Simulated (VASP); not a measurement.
# Pb (P6_3/mmc) in VASP: a series of runs

Pb is run at these levels: LDA; tasks: single point, relaxation of cell and atoms.

All numbers are computed with VASP 6.6.1; they aren't measurements. Logs are shortened: lines on timing, memory, paths and dates and some standing lists are left out, and cuts for length are marked.

**1. The cell of the first run**

The structure is hexagonal, space group P6_3/mmc (No. 194). Conventional cell: a = 3.453 Å, b = 3.453 Å, c = 11.213 Å, α = 90.00°, β = 90.00°, γ = 120.00°. Within 4.5 Å of Pb (site symmetry -3m) lie 12 Pb at 3.44 to 3.45 Å. Within 4.5 Å of Pb (site symmetry -6m2) lie 12 Pb at 3.44 to 3.45 Å.

This isn't the form of Pb at room conditions, which is fcc.

**2. Single point, LDA**

INCAR reads:

```
SYSTEM = Pb
  PREC = Accurate
  ENCUT = 520
  EDIFF = 1E-6
  ISMEAR = -1
  SIGMA = 0.1
  LREAL = .FALSE.
  LASPH = .TRUE.
  NELM = 80
  ALGO = Normal
  ISIF = 2
  LWAVE = .FALSE.
  LCHARG = .TRUE.
  GGA = CA
  LELF = .TRUE.
  LVHAR = .TRUE.
  NBANDS = 36
```

KPOINTS reads:

```
Automatic mesh
0
G
  14 14 4
  0 0 0
```

POSCAR reads:

```
Pb
1.0
    3.4531235836      0.0000000000      0.0000000000
   -1.7265617918      2.9904927458      0.0000000000
    0.0000000000      0.0000000000     11.2133826644
Pb
4
Direct
    1.0000000000      1.0000000000      0.0000000000
    1.0000000000      1.0000000000      0.5000000000
    0.3333333333      0.6666666667      0.2500000000
    0.6666666667      0.3333333333      0.7500000000
```

Potentials or basis: VASP PAW LDA potentials, release 64 (Pb_d).

On the command line:

```bash
$ cat potpaw_LDA.64/Pb_d/POTCAR > POTCAR
$ mpirun -np 1 vasp_std > vasp.out
```

OUTCAR:

```text
SYSTEM = Pb
   PREC = Accurate
   ENCUT = 520
   EDIFF = 1E-6
   ISMEAR = -1
   LREAL = .FALSE.
   LASPH = .TRUE.
   NELM = 80
   ISIF = 2
   GGA = CA

 ion  position               nearest neighbor table
   1  0.000  0.000  0.000-   3 3.44   4 3.44   3 3.44   4 3.44   4 3.44   3 3.44
   2  0.000  0.000  0.500-   3 3.44   4 3.44   3 3.44   4 3.44   4 3.44   3 3.44
   3  0.333  0.667  0.250-   1 3.44   2 3.44   1 3.44   2 3.44   1 3.44   2 3.44
   4  0.667  0.333  0.750-   1 3.44   2 3.44   1 3.44   2 3.44   1 3.44   2 3.44

  LATTYP: Found a hexagonal cell.
 ALAT       =     3.4531235836
 C/A-ratio  =     3.2473157687

  Lattice vectors:

 A1 = (   3.4531235836,   0.0000000000,   0.0000000000)
 A2 = (  -1.7265617918,   2.9904927458,   0.0000000000)
 A3 = (   0.0000000000,   0.0000000000,  11.2133826644)

Analysis of symmetry for initial positions (statically):
=====================================================================
 Subroutine PRICEL returns:
 Original cell was already a primitive cell.

 Routine SETGRP: Setting up the symmetry group for a
 hexagonal supercell.

 Subroutine GETGRP returns: Found 24 space group operations
 (whereof 12 operations were pure point group operations)
 out of a pool of 24 trial point group operations.

The static configuration has the point symmetry D_3d.
 The point group associated with its full space group is D_6h.

Analysis of symmetry for dynamics (positions and initial velocities):
=====================================================================
 Subroutine PRICEL returns:
 Original cell was already a primitive cell.

 Routine SETGRP: Setting up the symmetry group for a
 hexagonal supercell.

 Subroutine GETGRP returns: Found 24 space group operations
 (whereof 12 operations were pure point group operations)
 out of a pool of 24 trial point group operations.

The dynamic configuration has the point symmetry D_3d.
 The point group associated with its full space group is D_6h.

 Subroutine INISYM returns: Found 24 space group operations
 (whereof 12 operations are pure point group operations),
 and found     1 'primitive' translations

----------------------------------------------------------------------------------------

                                     Primitive cell

  volume of cell :     115.7955

  direct lattice vectors                    reciprocal lattice vectors
[... 83 lines left out ...]
   ISTART =      0    job   : 0-new  1-cont  2-samecut
   ICHARG =      2    charge: 1-file 2-atom 10-const
   ISPIN  =      1    spin polarized calculation?
   LNONCOLLINEAR =      F non collinear calculations
   LSORBIT =      F    spin-orbit coupling
   LASPH  =      T    aspherical Exc in radial PAW
   ENCUT  =  520.0 eV  38.22 Ry    6.18 a.u.   6.42  6.42 20.85*2*pi/ulx,y,z
   NELM   =     80;   NELMIN=  2; NELMDL= -5     # of ELM steps
   EDIFF  = 0.1E-05   stopping-criterion for ELM
   LREAL  =      F    real-space projection
   EDIFFG = 0.1E-04   stopping-criterion for IOM
   NSW    =      0    number of steps for IOM
   IBRION =     -1    ionic relax: 0-MD 1-quasi-New 2-CG
   NFREE  =      0    steps in history (QN), initial steepest desc. (CG)
   ISIF   =      2    stress and relaxation
   ISYM   =      2    0-nonsym 1-usesym 2-fastsym
   POTIM  = 0.5000    time-step for ionic-motion
   TEBEG  =    0.0;   TEEND  =   0.0 temperature during run
   PSTRESS=    0.0 pullay stress
   NELECT =      56.0000    total number of electrons
   NUPDOWN=      -1.0000    fix difference up-down
   EMIN   =  10.00;   EMAX   =-10.00  energy-range for DOS
   EFERMI =   0.00;   METHOD = LEGACY
   ISMEAR =    -1;   SIGMA  =   0.10  broadening in eV -4-tet -1-fermi 0-gaus
   EFERMI_NEDOS =   21; number of points for ismear=-14 and -15
   IALGO  =     38    algorithm
   IMIX   =      4    mixing-type and parameters
     AMIX     =   0.40;   BMIX     =  1.00
     AMIX_MAG =   1.60;   BMIX_MAG =  1.00
  volume/ion in A,a.u.               =      28.95       195.36
  Fermi-wavevector in a.u.,A,eV,Ry     =   1.285011  2.428320 22.466681  1.651254
  Thomas-Fermi vector in A             =   2.417171
   LORBIT       =      0    0 simple, 1 ext, 2 COOP (PROOUT), +10 PAW based schemes
   GGA     = CA    functional components
   LHFCALC =     F    Hartree Fock is set to
   AEXX    =    0.0000 exact exchange contribution
   IVDW    =     0    specifies the selected vdW correction
   LEPSILON=     F    determine dielectric tensor
   LRPA    =     F    only Hartree local field effects (RPA)
 non-spin polarized calculation
  energy-cutoff  :      520.00
  volume of cell :      115.80
 maximum number of plane-waves:      3158
 NGX is ok and might be reduce to    28
   NGX = 13   NGY = 13   NGZ = 41

 number of electron      56.0000010 magnetization

 Free energy of the ion-electron system (eV)
  ---------------------------------------------------
  ext. energy  EPLUGINS =         0.00000000
  ---------------------------------------------------
  free energy    TOTEN  =       -17.03910893 eV

  energy without entropy =      -16.98700051  energy(sigma->0) =      -17.01305472

 E-fermi :   7.5687     XC(G=0): -10.6795

 val. band max:        7.5535853771   @ k =   0.2857   0.2143   0.5000
 cond. band min:       7.6310383264   @ k =   0.4286   0.1429   0.2500
 fundamental gap:      0.0774529493
 Fermi energy:         7.5687008509

 k-point     1 :       0.0000    0.0000    0.0000
  band No.  band energies     occupation
      1      -9.5505      2.00000
      2      -9.5248      2.00000
      3      -9.5117      2.00000
      4      -9.5052      2.00000
      5      -9.5052      2.00000
      6      -9.5032      2.00000
[... 925 lines left out ...]
     35      10.4509      0.00000
     36      12.6098      0.00000

 [... further k-points ...]
[... 5 lines left out ...]
  --------------------------------------------------------------------------------------
  -------------------------------------------------------------------------------------
  Total       -0.0443230     -0.0443230      0.4634278      0.0000000     -0.0000000      0.0000000
  in kB       -0.6132649     -0.6132649      6.4121130      0.0000000     -0.0000000      0.0000000
  external PRESSURE =       1.7285277 kB  Pullay stress =       0.0000000 kB

 VOLUME and BASIS-vectors are now :
 -----------------------------------------------------------------------------
  energy-cutoff  :      520.00
  volume of cell :      115.80
      direct lattice vectors                 reciprocal lattice vectors
     3.453123584  0.000000000  0.000000000     0.289592879  0.167196527  0.000000000
    -1.726561792  2.990492746  0.000000000     0.000000000  0.334393053  0.000000000
     0.000000000  0.000000000 11.213382664     0.000000000  0.000000000  0.089179156

 POSITION                                       TOTAL-FORCE (eV/Angst)
 -----------------------------------------------------------------------------------
      0.00000      0.00000      0.00000        -0.000000      0.000000      0.000000
      0.00000      0.00000      5.60669        -0.000000      0.000000      0.000000
     -0.00000      1.99366      2.80335         0.000000     -0.000000      0.000000
      1.72656      0.99683      8.41004        -0.000000      0.000000     -0.000000
 -----------------------------------------------------------------------------------
    total drift:                                0.000000     -0.000000      0.000000

  FREE ENERGIE OF THE ION-ELECTRON SYSTEM (eV)
  ---------------------------------------------------
  free  energy   TOTEN  =       -17.0391089287 eV

  energy  without entropy=      -16.9870005077  energy(sigma->0) =      -17.01305472
```

OSZICAR:

```text
N       E                     dE             d eps       ncg     rms          rms(c)
DAV:   1     0.689968214442E+03    0.68997E+03   -0.27400E+04  5184   0.192E+03
DAV:   2     0.503351738838E+02   -0.63963E+03   -0.62909E+03  5200   0.506E+02
DAV:   3    -0.142218307187E+02   -0.64557E+02   -0.63422E+02  6088   0.205E+02
DAV:   4    -0.169945908359E+02   -0.27728E+01   -0.27658E+01  6220   0.472E+01
DAV:   5    -0.171035403947E+02   -0.10895E+00   -0.10894E+00  6804   0.806E+00    0.117E+00
DAV:   6    -0.170547526672E+02    0.48788E-01   -0.11064E-01  7628   0.328E+00    0.555E-01
DAV:   7    -0.170401909498E+02    0.14562E-01   -0.37083E-02  6692   0.204E+00    0.163E-01
DAV:   8    -0.170391358191E+02    0.10551E-02   -0.27219E-03  6132   0.666E-01    0.265E-02
DAV:   9    -0.170391084347E+02    0.27384E-04   -0.16460E-04  6848   0.157E-01    0.699E-03
DAV:  10    -0.170391093609E+02   -0.92617E-06   -0.20518E-05  7144   0.506E-02    0.393E-03
DAV:  11    -0.170391089287E+02    0.43219E-06   -0.26232E-06  3040   0.251E-02
   1 F= -.17039109E+02 E0= -.17013055E+02  d E =-.521084E-01
```

Wall time 6.9 min (1 thread of Intel Xeon 8259CL, shared host); peak memory 0.34 GiB.

Results:

```yaml
Free_energy: -17.0391 eV
Pressure: 0.2 GPa
Band_gap_on_the_k_mesh: zero (bands 28 and 29 overlap by 7.44 eV)
```

Stress tensor (GPa, compression positive):
```
-0.06  0.00  0.00
 0.00 -0.06  0.00
 0.00  0.00  0.64
```

Caveat: spin-orbit coupling is left out, which moves the levels of the heavy elements.

[end of part 1 of 2]

The gap in the log of VASP goes by the Fermi energy; the results here count the filled bands.